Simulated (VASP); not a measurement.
## Cu: relaxation of cell and atoms with BLYP

The system is Cu.

```
CELL_PARAMETERS angstrom
2.33646 0.00000 0.00000
0.00000 2.33646 0.00000
0.00000 0.00000 2.33646
ATOMIC_POSITIONS crystal
Cu 0.00000 0.00000 0.00000
```

```
Program                : VASP 6.6.1
Task                   : relaxation of cell and atoms
Functional             : BLYP
Potentials or basis    : VASP PAW PBE potentials, release 64 (Cu)
Cutoff                 : 600 eV
k mesh                 : 13 × 13 × 13
Occupations            : fermi-dirac, width 0.1 eV
Spin                   : no spin polarisation
Dipole correction      : no
Further INCAR settings : ALGO = Normal; EDIFF = 1e-07; IBRION = 2; EDIFFG = -0.01; NSW = 80; ISIF = 3
```

```json
{
  "Relaxed volume": "14.88 Å³/atom",
  "Relaxed cell": "a = 2.459 Å, b = 2.459 Å, c = 2.459 Å, α = 90.00°, β = 90.00°, γ = 90.00°",
  "Space group after relaxing (to 0.05 Å)": "Pm-3m (No. 221)",
  "Energy gained by relaxing": "107.6 meV/atom",
  "Ionic steps": "3",
  "Pressure after relaxing": "0.1 GPa"
}
```

The path:
```
step  energy change (eV)  largest force (eV/Å)  pressure (GPa)  volume (Å³)
   1              0.0000                0.0000           18.75        12.75
   2             -0.0974                0.0000           -3.88        15.71
   3             -0.1076                0.0000            0.09        14.88
```

Final structure:
```yaml
crystal:
  lattice:
    - [2.45938, 0.00000, 0.00000]
    - [0.00000, 2.45938, 0.00000]
    - [0.00000, 0.00000, 2.45938]
  atoms:
    - { symbol: Cu, position: [0.00000, 0.00000, 0.00000] }
```

Levels at points of the mesh, in eV from the Fermi level:
```
           k point  band 2  band 3  band 4  band 5  band 6  band 7  band 8  band 9
(0.00, 0.00, 0.00)   -3.61   -3.61   -1.38   -1.38   -1.38   16.77   16.77   16.77
```

Wall time 29 s on 1 thread of Intel Xeon 6975P-C, with other jobs on the host, peak memory 0.13 GiB.

Caveat: the volume moved by over 15 % at a fixed basis, so the end points are rough; the PAW data sets were made with another functional, which shifts forces and pressure a little.
